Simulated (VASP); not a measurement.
# TiSn3O8 in VASP: notebook

Runs on TiSn3O8. Level: PBE. Tasks: single point.

Program: VASP 6.6.1. These are calculated values, not measurements. Logs are shortened: lines on timing, memory, paths and dates and some standing lists are left out, and cuts for length are marked.

**1. The cell of the first run**

Symmetry: Immm, No. 71, orthorhombic system. Conventional cell: a = 6.355 Å, b = 6.757 Å, c = 6.767 Å, α = 90.00°, β = 90.00°, γ = 90.00°. Within 2.6 Å of Ti (site symmetry mmm) lie 6 O at 1.98 to 2.03 Å. Sn (site symmetry mmm) has 6 O at 2.05 to 2.10 Å within 2.7 Å. Sn (site symmetry 2mm) has 6 O at 2.07 to 2.10 Å within 2.7 Å. O (site symmetry m2m) has 1 Ti at 2.03 Å and 2 Sn at 2.08 Å and 11 O at 2.71 to 3.18 Å within 3.2 Å. Within 2.7 Å of O (site symmetry m2m) lie 3 Sn at 2.05 to 2.07 Å and 1 O at 2.65 Å. Within 2.6 Å of O (site symmetry m) lie 1 Ti at 1.98 Å and 2 Sn at 2.10 Å and 1 O at 2.56 Å.

**2. Single point, PBE**

The input, INCAR:

```
PREC = Accurate ; ENCUT = 520
EDIFF = 1E-6 ; ISMEAR = 0
SIGMA = 0.1 ; LREAL = False
LASPH = True ; NELM = 60
ALGO = Normal ; ISIF = 2
LWAVE = False ; LCHARG = False
GGA = PE ; NBANDS = 63
```

The input, KPOINTS:

```
Automatic mesh
0
Gamma
  4 4 4
```

The input, POSCAR:

```
TiSn3O8
1.0
   -3.1774333679     -3.3783827794      3.3837131766
   -3.1774333679      3.3783827794     -3.3837131766
    3.1774333679     -3.3783827794     -3.3837131766
Ti Sn O
1 3 8
Direct
    1.0000000000      1.0000000000      1.0000000000
    0.5000000000      0.5000000000      0.0000000000
    0.2511759142      0.7511759142      0.5000000000
    0.7488240858      0.2488240858      0.5000000000
    0.2997296772      0.0000000000      0.2997296772
    0.8039903811      0.5000000000      0.3039903811
    0.2378142470      0.0483634435      0.8105491966
    0.7621857530      0.5727349496      0.8105491966
    0.7002703228      0.0000000000      0.7002703228
    0.1960096189      0.5000000000      0.6960096189
    0.2378142470      0.4272650504      0.1894508034
    0.7621857530      0.9516365565      0.1894508034
```

Potentials or basis: VASP PAW PBE potentials, release 64 (Ti_sv, Sn_d, O).

Started as:

```sh
$ cat potpaw_PBE.64/Ti_sv/POTCAR potpaw_PBE.64/Sn_d/POTCAR potpaw_PBE.64/O/POTCAR > POTCAR
$ mpirun -np 1 vasp_std > vasp.out
```

OUTCAR:

```text
PREC = Accurate
   ENCUT = 520
   EDIFF = 1E-6
   ISMEAR = 0
   LREAL = False
   LASPH = True
   NELM = 60
   ISIF = 2
   GGA = PE

 ion  position               nearest neighbor table
   1  0.000  0.000  0.000-   7 1.98  12 1.98  11 1.98   8 1.98   5 2.03   9 2.03   2 3.18   2 3.18

   2  0.500  0.500  0.000-   6 2.05  10 2.05   8 2.10  11 2.10   7 2.10  12 2.10   1 3.18   1 3.18
                             4 3.73   3 3.73   3 3.73   4 3.73   3 3.74   4 3.74   4 3.74   3 3.74
   3  0.251  0.751  0.500-   6 2.07  10 2.07   9 2.08   5 2.08   7 2.10  11 2.10   4 3.16   4 3.19
                             2 3.73   2 3.73   2 3.74   2 3.74
   4  0.749  0.249  0.500-   6 2.07  10 2.07   9 2.08   5 2.08  12 2.10   8 2.10   3 3.16   3 3.19
                             2 3.73   2 3.73   2 3.74   2 3.74
   5  0.300  0.000  0.300-   1 2.03   3 2.08   4 2.08
   6  0.804  0.500  0.304-   2 2.05   3 2.07   4 2.07
   7  0.238  0.048  0.811-   1 1.98   2 2.10   3 2.10
   8  0.762  0.573  0.811-   1 1.98   2 2.10   4 2.10
   9  0.700  0.000  0.700-   1 2.03   3 2.08   4 2.08
  10  0.196  0.500  0.696-   2 2.05   3 2.07   4 2.07
  11  0.238  0.427  0.189-   1 1.98   2 2.10   3 2.10
  12  0.762  0.952  0.189-   1 1.98   2 2.10   4 2.10

  LATTYP: Found a body centered orthorhombic cell.
 ALAT       =     6.3548667358
 B/A-ratio  =     1.0632426831
 C/A-ratio  =     1.0649202626

  Lattice vectors:

 A1 = (   3.1774333679,  -3.3783827794,   3.3837131766)
 A2 = (  -3.1774333679,   3.3783827794,   3.3837131766)
 A3 = (  -3.1774333679,  -3.3783827794,  -3.3837131766)

Analysis of symmetry for initial positions (statically):
=====================================================================
 Subroutine PRICEL returns:
 Original cell was already a primitive cell.

 Routine SETGRP: Setting up the symmetry group for a
 body centered orthorhombic supercell.

 Subroutine GETGRP returns: Found  8 space group operations
 (whereof  8 operations were pure point group operations)
 out of a pool of  8 trial point group operations.

The static configuration has the point symmetry D_2h.

Analysis of symmetry for dynamics (positions and initial velocities):
=====================================================================
 Subroutine PRICEL returns:
 Original cell was already a primitive cell.

 Routine SETGRP: Setting up the symmetry group for a
 body centered orthorhombic supercell.

 Subroutine GETGRP returns: Found  8 space group operations
 (whereof  8 operations were pure point group operations)
 out of a pool of  8 trial point group operations.

The dynamic configuration has the point symmetry D_2h.

 Subroutine INISYM returns: Found  8 space group operations
 (whereof  8 operations are pure point group operations),
 and found     1 'primitive' translations

----------------------------------------------------------------------------------------

                                     Primitive cell

  volume of cell :     145.2910

  direct lattice vectors                    reciprocal lattice vectors
    -3.177433368 -3.378382779  3.383713177    -0.157359712 -0.147999807  0.000000000
    -3.177433368  3.378382779 -3.383713177    -0.157359712  0.000000000 -0.147766662
     3.177433368 -3.378382779 -3.383713177     0.000000000 -0.147999807 -0.147766662

  length of vectors
     5.740998857  5.740998857  5.740998857     0.216023198  0.215863534  0.209138541

  position of ions in fractional coordinates (direct lattice)
     0.000000000  0.000000000  0.000000000
     0.500000000  0.500000000  0.000000000
     0.251175914  0.751175914  0.500000000
     0.748824086  0.248824086  0.500000000
     0.299729677  0.000000000  0.299729677
     0.803990381  0.500000000  0.303990381
     0.237814247  0.048363444  0.810549197
     0.762185753  0.572734950  0.810549197
     0.700270323  0.000000000  0.700270323
     0.196009619  0.500000000  0.696009619
     0.237814247  0.427265050  0.189450803
     0.762185753  0.951636556  0.189450803

  ion indices of the primitive-cell ions
   primitive index   ion index
                 1           1
                 2           2
                 3           3
                 4           4
                 5           5
                 6           6
                 7           7
                 8           8
                 9           9
                10          10
                11          11
                12          12

----------------------------------------------------------------------------------------

 KPOINTS: Automatic mesh

Automatic generation of k-mesh.
 Grid dimensions read from file:
 generate k-points for:    4    4    4

 Generating k-lattice:

  Cartesian coordinates                     Fractional coordinates (reciprocal lattice)
    -0.039339928 -0.036999952  0.000000000     0.250000000  0.000000000 -0.000000000
    -0.039339928  0.000000000 -0.036941665     0.000000000  0.250000000  0.000000000
     0.000000000 -0.036999952 -0.036941665    -0.000000000  0.000000000  0.250000000

  Length of vectors
     0.054005799  0.053965883  0.052284635

  Shift w.r.t. Gamma in fractional coordinates (k-lattice)
     0.000000000  0.000000000  0.000000000

 Subroutine IBZKPT returns following result:
 ===========================================

 Found     18 irreducible k-points:

 Following reciprocal coordinates:
            Coordinates               Weight
  0.000000  0.000000  0.000000      1.000000
  0.250000 -0.000000  0.000000      4.000000
  0.500000 -0.000000  0.000000      2.000000
  0.000000  0.250000 -0.000000      4.000000
  0.250000  0.250000  0.000000      8.000000
  0.500000  0.250000  0.000000      8.000000
[... 10 lines left out ...]
 -0.250000 -0.250000  0.250000      2.000000
  0.500000  0.500000  0.500000      1.000000
   k-points           NKPTS =     18   k-points in BZ     NKDIM =     18   number of bands    NBANDS=     63
   number of dos      NEDOS =    301   number of ions     NIONS =     12
   total plane-waves  NPLWV = 110592
   dimension x,y,z NGX =    48 NGY =   48 NGZ =   48
   dimension x,y,z NGXF=    96 NGYF=   96 NGZF=   96
   ions per type =               1   3   8
   NGX,Y,Z   is equivalent  to a cutoff of  13.90, 13.90, 13.90 a.u.
   NGXF,Y,Z  is equivalent  to a cutoff of  27.80, 27.80, 27.80 a.u.
 SYSTEM =  unknown system
   PREC   = accura    normal or accurate (medium, high low for compatibility)
   ISTART =      0    job   : 0-new  1-cont  2-samecut
   ICHARG =      2    charge: 1-file 2-atom 10-const
   ISPIN  =      1    spin polarized calculation?
   LNONCOLLINEAR =      F non collinear calculations
   LSORBIT =      F    spin-orbit coupling
   LASPH  =      T    aspherical Exc in radial PAW
   ENCUT  =  520.0 eV  38.22 Ry    6.18 a.u.  10.67 10.67 10.67*2*pi/ulx,y,z
   NELM   =     60;   NELMIN=  2; NELMDL= -5     # of ELM steps
   EDIFF  = 0.1E-05   stopping-criterion for ELM
   LREAL  =      F    real-space projection
   EDIFFG = 0.1E-04   stopping-criterion for IOM
   NSW    =      0    number of steps for IOM
   IBRION =     -1    ionic relax: 0-MD 1-quasi-New 2-CG
   NFREE  =      0    steps in history (QN), initial steepest desc. (CG)
   ISIF   =      2    stress and relaxation
   ISYM   =      2    0-nonsym 1-usesym 2-fastsym
   POTIM  = 0.5000    time-step for ionic-motion
   TEBEG  =    0.0;   TEEND  =   0.0 temperature during run
   PSTRESS=    0.0 pullay stress
   NELECT =     102.0000    total number of electrons
   NUPDOWN=      -1.0000    fix difference up-down
   EMIN   =  10.00;   EMAX   =-10.00  energy-range for DOS
   EFERMI =   0.00;   METHOD = LEGACY
   ISMEAR =     0;   SIGMA  =   0.10  broadening in eV -4-tet -1-fermi 0-gaus
   EFERMI_NEDOS =   21; number of points for ismear=-14 and -15
   IALGO  =     38    algorithm
   IMIX   =      4    mixing-type and parameters
     AMIX     =   0.40;   BMIX     =  1.00
     AMIX_MAG =   1.60;   BMIX_MAG =  1.00
  volume/ion in A,a.u.               =      12.11        81.71
  Fermi-wavevector in a.u.,A,eV,Ry     =   1.454996  2.749545 28.803734  2.117015
  Thomas-Fermi vector in A             =   2.572082
   LORBIT       =      0    0 simple, 1 ext, 2 COOP (PROOUT), +10 PAW based schemes
   GGA     = PE    functional components
   LHFCALC =     F    Hartree Fock is set to
   AEXX    =    0.0000 exact exchange contribution
   IVDW    =     0    specifies the selected vdW correction
   LEPSILON=     F    determine dielectric tensor
   LRPA    =     F    only Hartree local field effects (RPA)
 non-spin polarized calculation
 Gauss-broadening in eV      SIGMA  =   0.10
  energy-cutoff  :      520.00
  volume of cell :      145.29
 maximum number of plane-waves:      3947
 NGX is ok and might be reduce to    48
   NGX = 21   NGY = 21   NGZ = 21

 number of electron     101.9999987 magnetization

 Free energy of the ion-electron system (eV)
  ---------------------------------------------------
  ext. energy  EPLUGINS =         0.00000000
  ---------------------------------------------------
  free energy    TOTEN  =       -82.51499589 eV

  energy without entropy =      -82.51499589  energy(sigma->0) =      -82.51499589

 E-fermi :   5.7774     XC(G=0): -11.0414

 val. band max:        5.3485490207   @ k =   0.0000   0.0000   0.0000
 cond. band min:       7.0579375310   @ k =   0.0000   0.0000   0.0000
 fundamental gap:      1.7093885103
 Fermi energy:         5.7773892950

 k-point     1 :       0.0000    0.0000    0.0000
  band No.  band energies     occupation
      1     -51.6757      2.00000
      2     -27.9505      2.00000
      3     -27.9036      2.00000
      4     -27.8041      2.00000
      5     -15.6561      2.00000
      6     -15.5901      2.00000
[... 55 lines left out ...]
     62      14.1694      0.00000
     63      14.3252      0.00000

 k-point     2 :       0.2500   -0.0000    0.0000
  band No.  band energies     occupation
      1     -51.6757      2.00000
      2     -27.9509      2.00000
      3     -27.9037      2.00000
      4     -27.8042      2.00000
      5     -15.6515      2.00000
      6     -15.4574      2.00000
[... 1111 lines left out ...]
     62      14.9040      0.00000
     63      15.4326      0.00000

------------------------ aborting loop because EDIFF is reached ----------------------------------------

  FORCE on cell =-STRESS in cart. coord.  units (eV):
  Direction    XX          YY          ZZ          XY          YZ          ZX
  --------------------------------------------------------------------------------------
  -------------------------------------------------------------------------------------
  Total        0.7150361      0.4682308      0.4566210      0.0000000      0.0000000      0.0000000
  in kB        7.8849635      5.1633524      5.0353266      0.0000000      0.0000000      0.0000000
  external PRESSURE =       6.0278808 kB  Pullay stress =       0.0000000 kB

 VOLUME and BASIS-vectors are now :
 -----------------------------------------------------------------------------
  energy-cutoff  :      520.00
  volume of cell :      145.29
      direct lattice vectors                 reciprocal lattice vectors
    -3.177433368 -3.378382779  3.383713177    -0.157359712 -0.147999807  0.000000000
    -3.177433368  3.378382779 -3.383713177    -0.157359712  0.000000000 -0.147766662
     3.177433368 -3.378382779 -3.383713177     0.000000000 -0.147999807 -0.147766662

 POSITION                                       TOTAL-FORCE (eV/Angst)
 -----------------------------------------------------------------------------------
      0.00000      0.00000      0.00000         0.000000      0.000000     -0.000000
     -3.17743      0.00000      0.00000         0.000000      0.000000     -0.000000
     -1.59619      0.00000     -3.38371        -0.001529      0.000000     -0.000000
     -1.58124     -3.37838      0.00000         0.001529      0.000000     -0.000000
      0.00000     -2.02520      0.00000        -0.000000      0.023004     -0.000000
     -3.17743     -2.05399      0.00000         0.000000      0.015404     -0.000000
      1.66616     -3.37838     -2.10162         0.003927      0.000000      0.014426
     -1.66616     -3.37838     -2.10162        -0.003927     -0.000000      0.014426
      0.00000     -4.73156      0.00000         0.000000     -0.023004     -0.000000
      0.00000     -1.32439     -3.38371        -0.000000     -0.015404     -0.000000
     -1.51128     -0.00000     -1.28209         0.003927      0.000000     -0.014426
     -4.84359      0.00000     -1.28209        -0.003927      0.000000     -0.014426
 -----------------------------------------------------------------------------------
    total drift:                               -0.000000      0.000000     -0.000000

  FREE ENERGIE OF THE ION-ELECTRON SYSTEM (eV)
  ---------------------------------------------------
  free  energy   TOTEN  =       -82.5149958906 eV

  energy  without entropy=      -82.5149958906  energy(sigma->0) =      -82.51499589
```

It took 8.2 min on 1 thread of Intel Xeon 8259CL, shared host; peak memory 0.4 GiB.

What came out:

- Free energy: -82.5150 eV
- Pressure: 0.6 GPa
- Largest force: 0.023 eV/Å
- Band gap on the k mesh: 1.71 eV

Forces in eV/Å, atoms in the order of the input:
```
Ti   0.000  0.000  0.000
Sn   0.000  0.000  0.000
Sn  -0.002  0.000  0.000
Sn   0.002  0.000  0.000
O    0.000  0.023  0.000
O    0.000  0.015  0.000
O    0.004  0.000  0.014
O   -0.004  0.000  0.014
O    0.000 -0.023  0.000
O    0.000 -0.015  0.000
O    0.004  0.000 -0.014
O   -0.004  0.000 -0.014
```

Caveat: spin-orbit coupling is left out, which moves the levels of the heavy elements.

[end of part 1 of 2]
